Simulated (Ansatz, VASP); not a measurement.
Two plane-wave programs on AlNi

```
CELL_PARAMETERS angstrom
0.00000 2.65543 2.65543
2.65543 0.00000 2.65543
2.65543 2.65543 0.00000
ATOMIC_POSITIONS crystal
Al 0.00000 0.00000 0.00000
Ni 0.75000 0.75000 0.75000
```

Alike in both runs: functional r2SCAN; k mesh 6 × 6 × 6; occupations gaussian, width 0.1 eV; no spin polarisation.

Ansatz relaxed the structure, and its values are those at the end. VASP's run is a single point on that final structure, the one shown.

|  | VASP | Ansatz |
| --- | --- | --- |
| version | VASP 6.6.1 | Ansatz 0.2.0 |
| potentials or method | VASP PAW PBE potentials, release 64 (Al, Ni), cutoff 520 eV | scalar-relativistic, plane waves, PAW |
| valence electrons in the cell | 13 | 21 |

|  | VASP | Ansatz | Ansatz less VASP |
| --- | --- | --- | --- |
| gap on the k mesh at the Fermi level (eV) | none | none | - |
| pressure (GPa) | -0.1 | 0.1 | +0.21 |

VASP's potentials were made for PBE, not for r2SCAN. A gap of «none» marks a metal or a gap that the smearing closes. VASP's potentials hold 13 valence electrons a cell and Ansatz's 21, so a difference there can come from the potentials and not from the codes.
